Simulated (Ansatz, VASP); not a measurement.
Zr3S2: VASP beside Ansatz

Contents of INCAR:

```
SYSTEM = Zr3S2
ALGO = Normal
EDIFF = 1E-6
ENCUT = 520
GGA = PE
ISIF = 2
ISMEAR = 0
LASPH = .True.
LCHARG = .False.
LREAL = .False.
LWAVE = .False.
NBANDS = 32
NELM = 80
PREC = Accurate
SIGMA = 0.15
```

The input KPOINTS:

```
k-points
0
Gamma
  12 12 12
  0 0 0
```

POSCAR

```
Zr3S2
1.0
    2.8952118352      1.6715513324      3.3063555001
   -2.8952118352      1.6715513324      3.3063555001
    0.0000000000     -3.3431026648      3.3063555001
Zr S
3 2
Direct
    0.1621066357      0.8378933643      0.5000000000
    0.5000000000      0.1621066357      0.8378933643
    0.8378933643      0.5000000000      0.1621066357
    0.3347765468      0.3347765468      0.3347765468
    0.6652234532      0.6652234532      0.6652234532
```

Input for Ansatz:

```yaml
crystal:
  lattice:
    - [2.8952118352, 1.6715513324, 3.3063555001]
    - [-2.8952118352, 1.6715513324, 3.3063555001]
    - [0.0, -3.3431026648, 3.3063555001]
  atoms:
    - { symbol: Zr, position: [0.1621066357, 0.8378933643, 0.5] }
    - { symbol: Zr, position: [0.5, 0.1621066357, 0.8378933643] }
    - { symbol: Zr, position: [0.8378933643, 0.5, 0.1621066357] }
    - { symbol: S, position: [0.3347765468, 0.3347765468, 0.3347765468] }
    - { symbol: S, position: [0.6652234532, 0.6652234532, 0.6652234532] }
basis:
  ecutwfc: 420
kpoints:
  mp_grid: { grid: [12, 12, 12] }
hamiltonian:
  xc: pbe
scf:
  occupations: { method: gaussian, width: 0.15 }
output:
  forces: true
  stress: true
  eigenvalues: true
```

Change from the starting cell: strain +0.000 along x and y, -0.050 along z, atoms carried along.

Alike in both runs: task single point; functional PBE; k mesh 12 × 12 × 12; occupations gaussian, width 0.15 eV; no spin polarisation.

|  | VASP | Ansatz |
| --- | --- | --- |
| version | VASP 6.6.1 | Ansatz 0.2.0 |
| potentials or method | VASP PAW PBE potentials, release 64 (Zr_sv, S), cutoff 520 eV | scalar-relativistic, plane waves, PAW |
| valence electrons in the cell | 48 | 48 |

```tsv
	VASP	Ansatz	Ansatz less VASP
gap on the k mesh at the Fermi level (eV)	none	none	-
pressure (GPa)	7.4	7.4	-0.03
traceless stress, the component that is largest in VASP (GPa)	4.26	4.23	-0.030
rms of the force components (eV/Å)	0.043	0.042	-0.0012
```

Atom by atom the forces differ by 0.002 eV/Å (rms over components). A gap of «none» marks a metal or a gap that the smearing closes. The functional is the same, so the differences come from potentials, cutoffs and numerics.
